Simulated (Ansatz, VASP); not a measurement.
**One calculation of LiCl, two programs**

The input INCAR:

```
SYSTEM = LiCl
PREC = Accurate ; ENCUT = 520
EDIFF = 1E-7 ; ISMEAR = 0
SIGMA = 0.02 ; LREAL = .False.
LASPH = .True. ; NELM = 60
ALGO = Normal ; ISIF = 2
LWAVE = .False. ; LCHARG = .False.
GGA = PE ; NBANDS = 12
```

File KPOINTS:

```
regular mesh
0
Gamma
  8 8 8
  0 0 0
```

Contents of POSCAR:

```
LiCl
1.0
    0.0000000000      2.5215807940      2.5215807940
    2.5215807940      0.0000000000      2.5215807940
    2.5215807940      2.5215807940      0.0000000000
Li Cl
1 1
Direct
    0.0000000000      0.0000000000      0.0000000000
    0.5000000000      0.5000000000      0.5000000000
```

Input for Ansatz:

```yaml
crystal:
  lattice:
    - [0.0, 2.521580794, 2.521580794]
    - [2.521580794, 0.0, 2.521580794]
    - [2.521580794, 2.521580794, 0.0]
  atoms:
    - { symbol: Li, position: [0.0, 0.0, 0.0] }
    - { symbol: Cl, position: [0.5, 0.5, 0.5] }
basis:
  ecutwfc: 420
kpoints:
  mp_grid: { grid: [8, 8, 8] }
hamiltonian:
  xc: pbe
scf:
  occupations: { method: gaussian, width: 0.02 }
output:
  forces: true
  stress: true
  eigenvalues: true
```

Alike in both runs: task single point; functional PBE; k mesh 8 × 8 × 8; occupations gaussian, width 0.02 eV; no spin polarisation.

|  | VASP | Ansatz |
| --- | --- | --- |
| version | VASP 6.6.1 | Ansatz 0.2.0 |
| potentials or method | VASP PAW PBE potentials, release 64 (Li_sv, Cl), cutoff 520 eV | scalar-relativistic, plane waves, PAW |
| valence electrons in the cell | 10 | 10 |

Ansatz gave:

* gap on the k mesh at the Fermi level (eV): 6.63
* least direct gap on the mesh (eV): 6.63

Which values does VASP return?

gap on the k mesh at the Fermi level (eV): 6.64; least direct gap on the mesh (eV): 6.64.

The functional is the same, so the differences come from potentials, cutoffs and numerics.

Noted on VASP's run: the cutoff is short for stress, so the pressure is rough.
